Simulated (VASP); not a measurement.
# PbSe (I4mm) in VASP: single point with PBE

Aim: the single point of PbSe with PBE.

Program: VASP 6.6.1. These are calculated values, not measurements. Logs are shortened: lines on timing, memory, paths and dates and some standing lists are left out, and cuts for length are marked.

## (1) The cell of the first run

Symmetry: I4mm, No. 107, tetragonal system. Conventional cell: a = 4.331 Å, b = 4.331 Å, c = 6.124 Å, α = 90.00°, β = 90.00°, γ = 90.00°. Pb (site symmetry 4mm) has 6 Se at 2.86 to 3.26 Å within 3.8 Å. Se (site symmetry 4mm) has 6 Pb at 2.86 to 3.26 Å within 3.8 Å.

## (2) Single point, PBE (atom 1 (Pb) moved by [0.2, 0.0, 0.0] A)

File INCAR:

```
SYSTEM = PbSe
ALGO = Normal
EDIFF = 1E-6
ENCUT = 520
GGA = PE
ISIF = 2
ISMEAR = -1
LASPH = .True.
LCHARG = .True.
LELF = .True.
LREAL = .False.
LVHAR = .True.
LWAVE = .False.
NBANDS = 17
NELM = 80
PREC = Accurate
SIGMA = 0.02
```

File KPOINTS:

```
k-points
0
Gamma
  7 7 7
  0 0 0
```

File POSCAR:

```
PbSe
1.0
    0.0000000000      3.0621500000      3.0621500000
    3.0621500000      0.0000000000      3.0621500000
    3.0621500000      3.0621500000      0.0000000000
Pb Se
1 1
Direct
   -0.0326567934      0.0326567934      0.0326567934
    0.5000000000      0.5000000000      0.5000000000
```

Potentials or basis: VASP PAW PBE potentials, release 64 (Pb_d, Se).

Launch:

```bash
> cat potpaw_PBE.64/Pb_d/POTCAR potpaw_PBE.64/Se/POTCAR > POTCAR
> mpirun -np 1 vasp_std > vasp.out
```

OUTCAR:

```text
SYSTEM = PbSe
   EDIFF = 1E-6
   ENCUT = 520
   GGA = PE
   ISIF = 2
   ISMEAR = -1
   LASPH = .True.
   LREAL = .False.
   NELM = 80
   PREC = Accurate

 ion  position               nearest neighbor table
   1  0.967  0.033  0.033-   2 2.86   2 3.07   2 3.07   2 3.07   2 3.07   2 3.26
   2  0.500  0.500  0.500-   1 2.86   1 3.07   1 3.07   1 3.07   1 3.07   1 3.26

  LATTYP: Found a face centered cubic cell.
 ALAT       =     6.1243000000

  Lattice vectors:

 A1 = (   0.0000000000,   3.0621500000,   3.0621500000)
 A2 = (   3.0621500000,   0.0000000000,   3.0621500000)
 A3 = (   3.0621500000,   3.0621500000,   0.0000000000)

Analysis of symmetry for initial positions (statically):
=====================================================================
 Subroutine PRICEL returns:
 Original cell was already a primitive cell.

 Routine SETGRP: Setting up the symmetry group for a
 face centered cubic supercell.

 Subroutine GETGRP returns: Found  8 space group operations
 (whereof  8 operations were pure point group operations)
 out of a pool of 48 trial point group operations.

The static configuration has the point symmetry C_4v.

Analysis of symmetry for dynamics (positions and initial velocities):
=====================================================================
 Subroutine PRICEL returns:
 Original cell was already a primitive cell.

 Routine SETGRP: Setting up the symmetry group for a
 face centered cubic supercell.

 Subroutine GETGRP returns: Found  8 space group operations
 (whereof  8 operations were pure point group operations)
 out of a pool of 48 trial point group operations.

The dynamic configuration has the point symmetry C_4v.

 Subroutine INISYM returns: Found  8 space group operations
 (whereof  8 operations are pure point group operations),
 and found     1 'primitive' translations

----------------------------------------------------------------------------------------

                                     Primitive cell

  volume of cell :      57.4261

  direct lattice vectors                    reciprocal lattice vectors
     0.000000000  3.062150000  3.062150000    -0.163283967  0.163283967  0.163283967
     3.062150000  0.000000000  3.062150000     0.163283967 -0.163283967  0.163283967
     3.062150000  3.062150000  0.000000000     0.163283967  0.163283967 -0.163283967

  length of vectors
     4.330534060  4.330534060  4.330534060     0.282816127  0.282816127  0.282816127

  position of ions in fractional coordinates (direct lattice)
     0.967343207  0.032656793  0.032656793
     0.500000000  0.500000000  0.500000000

  ion indices of the primitive-cell ions
   primitive index   ion index
                 1           1
                 2           2

----------------------------------------------------------------------------------------

 KPOINTS: k-points

Automatic generation of k-mesh.
 Grid dimensions read from file:
 generate k-points for:    7    7    7

 Generating k-lattice:

  Cartesian coordinates                     Fractional coordinates (reciprocal lattice)
    -0.023326281  0.023326281  0.023326281     0.142857143  0.000000000  0.000000000
     0.023326281 -0.023326281  0.023326281     0.000000000  0.142857143  0.000000000
     0.023326281  0.023326281 -0.023326281     0.000000000  0.000000000  0.142857143

  Length of vectors
     0.040402304  0.040402304  0.040402304

  Shift w.r.t. Gamma in fractional coordinates (k-lattice)
     0.000000000  0.000000000  0.000000000

 Subroutine IBZKPT returns following result:
 ===========================================

 Found     40 irreducible k-points:

 Following reciprocal coordinates:
            Coordinates               Weight
  0.000000  0.000000  0.000000      1.000000
  0.142857  0.000000  0.000000      8.000000
  0.285714  0.000000  0.000000      8.000000
  0.428571  0.000000  0.000000      8.000000
  0.142857  0.142857  0.000000      4.000000
  0.000000  0.142857  0.142857      2.000000
[... 16 lines left out ...]
 -0.285714  0.285714  0.000000      8.000000
  0.000000 -0.285714  0.285714      4.000000
 [... further k-points ...]
   k-points           NKPTS =     40   k-points in BZ     NKDIM =     40   number of bands    NBANDS=     17
   number of dos      NEDOS =    301   number of ions     NIONS =      2
   total plane-waves  NPLWV =  32768
   dimension x,y,z NGX =    32 NGY =   32 NGZ =   32
   dimension x,y,z NGXF=    64 NGYF=   64 NGZF=   64
   ions per type =               1   1
   NGX,Y,Z   is equivalent  to a cutoff of  12.28, 12.28, 12.28 a.u.
   NGXF,Y,Z  is equivalent  to a cutoff of  24.57, 24.57, 24.57 a.u.
 SYSTEM =  PbSe
   PREC   = accura    normal or accurate (medium, high low for compatibility)
   ISTART =      0    job   : 0-new  1-cont  2-samecut
   ICHARG =      2    charge: 1-file 2-atom 10-const
   ISPIN  =      1    spin polarized calculation?
   LNONCOLLINEAR =      F non collinear calculations
   LSORBIT =      F    spin-orbit coupling
   LASPH  =      T    aspherical Exc in radial PAW
   ENCUT  =  520.0 eV  38.22 Ry    6.18 a.u.   8.05  8.05  8.05*2*pi/ulx,y,z
   NELM   =     80;   NELMIN=  2; NELMDL= -5     # of ELM steps
   EDIFF  = 0.1E-05   stopping-criterion for ELM
   LREAL  =      F    real-space projection
   EDIFFG = 0.1E-04   stopping-criterion for IOM
   NSW    =      0    number of steps for IOM
   IBRION =     -1    ionic relax: 0-MD 1-quasi-New 2-CG
   NFREE  =      0    steps in history (QN), initial steepest desc. (CG)
   ISIF   =      2    stress and relaxation
   ISYM   =      2    0-nonsym 1-usesym 2-fastsym
   POTIM  = 0.5000    time-step for ionic-motion
   TEBEG  =    0.0;   TEEND  =   0.0 temperature during run
   PSTRESS=    0.0 pullay stress
   NELECT =      20.0000    total number of electrons
   NUPDOWN=      -1.0000    fix difference up-down
   EMIN   =  10.00;   EMAX   =-10.00  energy-range for DOS
   EFERMI =   0.00;   METHOD = LEGACY
   ISMEAR =    -1;   SIGMA  =   0.02  broadening in eV -4-tet -1-fermi 0-gaus
   EFERMI_NEDOS =   21; number of points for ismear=-14 and -15
   IALGO  =     38    algorithm
   IMIX   =      4    mixing-type and parameters
     AMIX     =   0.40;   BMIX     =  1.00
     AMIX_MAG =   1.60;   BMIX_MAG =  1.00
  volume/ion in A,a.u.               =      28.71       193.77
  Fermi-wavevector in a.u.,A,eV,Ry     =   1.151812  2.176610 18.050462  1.326672
  Thomas-Fermi vector in A             =   2.288467
   LORBIT       =      0    0 simple, 1 ext, 2 COOP (PROOUT), +10 PAW based schemes
   GGA     = PE    functional components
[... 5 lines left out ...]
 non-spin polarized calculation
  energy-cutoff  :      520.00
  volume of cell :       57.43
 maximum number of plane-waves:      1564
   NGX = 17   NGY = 17   NGZ = 17

 number of electron      20.0000000 magnetization

 Free energy of the ion-electron system (eV)
  ---------------------------------------------------
  ext. energy  EPLUGINS =         0.00000000
  ---------------------------------------------------
  free energy    TOTEN  =        -8.16312344 eV

  energy without entropy =       -8.16312344  energy(sigma->0) =       -8.16312344

 E-fermi :   5.1724     XC(G=0):  -9.5156

 val. band max:        4.7231356957   @ k =   0.4286   0.0000   0.0000
 cond. band min:       5.7710221650   @ k =   0.4286   0.0000   0.0000
 fundamental gap:      1.0478864693
 Fermi energy:         5.1724106900

 k-point     1 :       0.0000    0.0000    0.0000
  band No.  band energies     occupation
      1     -11.7663      2.00000
      2     -11.7622      2.00000
      3     -11.7617      2.00000
      4     -11.7589      2.00000
      5     -11.7589      2.00000
      6      -8.5803      2.00000
[... 9 lines left out ...]
     16      11.8008      0.00000
     17      13.2279      0.00000

 k-point     2 :       0.1429    0.0000    0.0000
  band No.  band energies     occupation
      1     -11.7686      2.00000
      2     -11.7660      2.00000
      3     -11.7625      2.00000
      4     -11.7551      2.00000
      5     -11.7530      2.00000
      6      -8.4263      2.00000
[... 9 lines left out ...]
     16      12.0829      0.00000
     17      14.5677      0.00000

 k-point     3 :       0.2857    0.0000    0.0000
  band No.  band energies     occupation
      1     -11.7805      2.00000
      2     -11.7760      2.00000
      3     -11.7603      2.00000
      4     -11.7426      2.00000
      5     -11.7388      2.00000
      6      -8.0195      2.00000
[... 9 lines left out ...]
     16      13.1086      0.00000
     17      16.7206      0.00000

 k-point     4 :       0.4286    0.0000    0.0000
  band No.  band energies     occupation
      1     -11.7900      2.00000
      2     -11.7840      2.00000
      3     -11.7594      2.00000
      4     -11.7318      2.00000
      5     -11.7274      2.00000
      6      -7.5923      2.00000
[... 9 lines left out ...]
     16      14.6861      0.00000
     17      15.8840      0.00000
[... 343 lines left out ...]
      1     -11.8479      2.00000
      2     -11.7644      2.00000
      3     -11.7626      2.00000
      4     -11.7300      2.00000
      5     -11.7214      2.00000
      6      -7.2143      2.00000
[... 9 lines left out ...]
     16      15.0313      0.00000
     17      17.0895      0.00000

 k-point    23 :      -0.2857    0.2857    0.0000
  band No.  band energies     occupation
      1     -11.8197      2.00000
      2     -11.7730      2.00000
      3     -11.7476      2.00000
      4     -11.7410      2.00000
      5     -11.7330      2.00000
      6      -7.3862      2.00000
[... 9 lines left out ...]
     16      13.9666      0.00000
     17      15.8426      0.00000

 k-point    24 :       0.0000   -0.2857    0.2857
  band No.  band energies     occupation
      1     -11.8212      2.00000
      2     -11.7724      2.00000
      3     -11.7503      2.00000
      4     -11.7414      2.00000
      5     -11.7300      2.00000
      6      -7.3785      2.00000
[... 9 lines left out ...]
     16      13.6888      0.00000
     17      15.9055      0.00000

 [... further k-points ...]

------------------------ aborting loop because EDIFF is reached ----------------------------------------

  FORCE on cell =-STRESS in cart. coord.  units (eV):
  Direction    XX          YY          ZZ          XY          YZ          ZX
  --------------------------------------------------------------------------------------
  -------------------------------------------------------------------------------------
  Total        1.4436848      0.8201648      0.8201648     -0.0000000      0.0000000     -0.0000000
  in kB       40.2785289     22.8824398     22.8824398     -0.0000000      0.0000000     -0.0000000
  external PRESSURE =      28.6811362 kB  Pullay stress =       0.0000000 kB

 VOLUME and BASIS-vectors are now :
 -----------------------------------------------------------------------------
  energy-cutoff  :      520.00
  volume of cell :       57.43
      direct lattice vectors                 reciprocal lattice vectors
     0.000000000  3.062150000  3.062150000    -0.163283967  0.163283967  0.163283967
     3.062150000  0.000000000  3.062150000     0.163283967 -0.163283967  0.163283967
     3.062150000  3.062150000  0.000000000     0.163283967  0.163283967 -0.163283967

 POSITION                                       TOTAL-FORCE (eV/Angst)
 -----------------------------------------------------------------------------------
      0.20000      3.06215      3.06215        -0.238230      0.000000      0.000000
      3.06215      3.06215      3.06215         0.238230      0.000000      0.000000
 -----------------------------------------------------------------------------------
    total drift:                                0.000157     -0.000000     -0.000000

  FREE ENERGIE OF THE ION-ELECTRON SYSTEM (eV)
  ---------------------------------------------------
  free  energy   TOTEN  =        -8.1631234384 eV

  energy  without entropy=       -8.1631234384  energy(sigma->0) =       -8.16312344
```

Run time: 69 s. Hardware: 1 thread of AMD EPYC 7R13, shared host; peak memory 0.17 GiB.

What came out:

* Free energy: -8.1631 eV
* Pressure: 2.9 GPa
* Largest force: 0.238 eV/Å
* Band gap on the k mesh: 1.05 eV, direct

Forces in eV/Å, atoms in the order of the input:
```
Pb  -0.238  0.000  0.000
Se   0.238  0.000  0.000
```

Caveat: the cell differs from its parent crystal (atom 1 (Pb) moved by [0.2, 0.0, 0.0] A); spin-orbit coupling is left out, which moves the levels of the heavy elements.
